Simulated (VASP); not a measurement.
Here is a VASP 6.6.1 calculation.

Contents of INCAR:

```
SYSTEM = RbCl
ALGO     = Normal         ! electronic algorithm
EDIFF    = 1E-6           ! SCF threshold, eV
ENCUT    = 500            ! plane-wave cutoff, eV
GGA      = PE             ! functional
GGA_COMPAT= .FALSE.      
ISIF     = 2              ! what is computed and relaxed
ISMEAR   = 0              ! smearing method
LASPH    = .TRUE.         ! aspherical terms in the spheres
LCHARG   = .FALSE.        ! write CHGCAR
LREAL    = .FALSE.        ! projectors in reciprocal space
LWAVE    = .FALSE.        ! write WAVECAR
NBANDS   = 15             ! bands
NELM     = 120            ! most SCF steps
PREC     = Accurate       ! precision mode
SIGMA    = 0.1            ! smearing width, eV
```

File KPOINTS:

```
k-points
0
G
  4 4 4
  0 0 0
```

The input POSCAR:

```
RbCl
1.0
    0.0000000000      3.3087073290      3.3087073290
    3.3087073290      0.0000000000      3.3087073290
    3.3087073290      3.3087073290      0.0000000000
Rb Cl
1 1
Direct
    0.0000000000      0.0000000000      0.0000000000
    0.5000000000      0.5000000000      0.5000000000
```

Potentials or basis: VASP PAW PBE potentials, release 64 (Rb_sv, Cl).

The run is started by

```sh
$ cat potpaw_PBE.64/Rb_sv/POTCAR potpaw_PBE.64/Cl/POTCAR > POTCAR
$ mpirun -np 1 vasp_std > vasp.out
```

Q: What does it give for the pressure?

A: 0.6 GPa.

Q: Predict the band gap on the k mesh.

A: 4.95 eV.
